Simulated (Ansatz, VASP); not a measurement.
## BN in VASP and in Ansatz

INCAR

```
ALGO     = Normal         # electronic algorithm
EDIFF    = 1E-6           # SCF threshold, eV
ENCUT    = 600            # plane-wave cutoff, eV
GGA      = PE             # functional
GGA_COMPAT= False        
ISIF     = 2              # what is computed and relaxed
ISMEAR   = -1             # smearing method
LASPH    = True           # aspherical terms in the spheres
LCHARG   = False          # write CHGCAR
LREAL    = False          # projectors in reciprocal space
LWAVE    = False          # write WAVECAR
NBANDS   = 16             # bands
NELM     = 120            # most SCF steps
PREC     = Accurate       # precision mode
SIGMA    = 0.01           # smearing width, eV
```

KPOINTS

```
k-points
0
Gamma
  8 8 4
```

POSCAR

```
BN
1.0
    2.4883437615      0.0000000000      0.0000000000
   -1.2441718807      2.1549689108      0.0000000000
    0.0000000000      0.0000000000      6.4954828762
B N
2 2
Direct
    0.3335905391      0.6664094605      0.2500000001
    0.6664094604      0.3335905391      0.7500000004
    0.3342207758      0.6657792238      0.7500000004
    0.6657792237      0.3342207758      0.2500000001
```

Input for Ansatz:

```yaml
crystal:
  lattice:
    - [2.4883437615, 0.0, 0.0]
    - [-1.2441718807, 2.1549689108, 0.0]
    - [0.0, 0.0, 6.4954828762]
  atoms:
    - { symbol: B, position: [0.3335905391, 0.6664094605, 0.2500000001] }
    - { symbol: B, position: [0.6664094604, 0.3335905391, 0.7500000004] }
    - { symbol: "N", position: [0.3342207758, 0.6657792238, 0.7500000004] }
    - { symbol: "N", position: [0.6657792237, 0.3342207758, 0.2500000001] }
basis:
  ecutwfc: 500.0
  ecutrho_ratio: 4
  xc_grid: 2
  precision: f64
hamiltonian:
  pseudopotentials: { kind: paw, azcp: { folder: soft_1 } }
  xc: pbe
scf:
  max_iter: 60
  occupations: { method: fermi_dirac, width: 0.01 }
kpoints:
  mp_grid: { grid: [8, 8, 4] }
  band_path: { path: [VBM, CBM], npoints: 1 }
checkpoint:
  write: "../edges0.r2scanh.run"
  compress: false
  write_wavefunctions: true
  write_every: 100000
```

Alike in both runs: task single point; functional PBE; k mesh 8 × 8 × 4; occupations fermi-dirac, width 0.01 eV; no spin polarisation.

```csv
,VASP,Ansatz
version,VASP 6.6.1,Ansatz 0.2.0
potentials or method,"VASP PAW PBE potentials, release 64 (B, N), cutoff 600 eV",plane-wave PAW DFT
valence electrons in the cell,16,16
```

Ansatz gave:

```
gap on the k mesh at the Fermi level (eV) : 4.24
```

Q: Which values does VASP return?

A: gap on the k mesh at the Fermi level (eV): 4.23.

The functional is the same, so the differences come from potentials, cutoffs and numerics.
